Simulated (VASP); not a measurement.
Input of a VASP 6.6.1 run:

The input POSCAR:

```
NaH
1.0
    0.0000000000      2.4400000000      2.4400000000
    2.4400000000      0.0000000000      2.4400000000
    2.4400000000      2.4400000000      0.0000000000
Na H
1 1
Direct
    0.0000000000      0.0000000000      0.0000000000
    0.5000000000      0.5000000000      0.5000000000
```

Contents of INCAR.step1:

```
PREC = Accurate ; ENCUT = 520
ISMEAR = 0 ; SIGMA = 0.05
LREAL = F ; LASPH = T
NELM = 60 ; NBANDS = 11
GGA = PE ; ALGO = Normal
EDIFF = 1E-4 ; LWAVE = T
LCHARG = F
```

File INCAR.step2:

```
PREC = Accurate ; ENCUT = 520
EDIFF = 1E-6 ; ISMEAR = 0
SIGMA = 0.05 ; LREAL = F
LASPH = T ; NELM = 60
ALGO = Normal ; ISIF = 2
LWAVE = F ; LCHARG = T
METAGGA = R2SCAN ; LMIXTAU = T
LELF = T ; LVHAR = T
NBANDS = 11 ; ISTART = 1
```

File KPOINTS:

```
Automatic mesh
0
Gamma
  8 8 8
```

Potentials or basis: VASP PAW PBE potentials, release 64 (Na_pv, H).

Launch:

```console
$ cat potpaw_PBE.64/Na_pv/POTCAR potpaw_PBE.64/H/POTCAR > POTCAR
$ cp INCAR.step1 INCAR
$ mpirun -np 1 vasp_std > vasp.out
$ cp INCAR.step2 INCAR
$ mpirun -np 1 vasp_std > vasp.out
```

(1) What does it give for the band gap on the k mesh?

(2) Predict the pressure.

Results:

(1) 4.32 eV, indirect (least direct gap 5.14 eV).

(2) -1.3 GPa.

Caveat: the PAW data sets were made with another functional, which shifts forces and pressure a little.
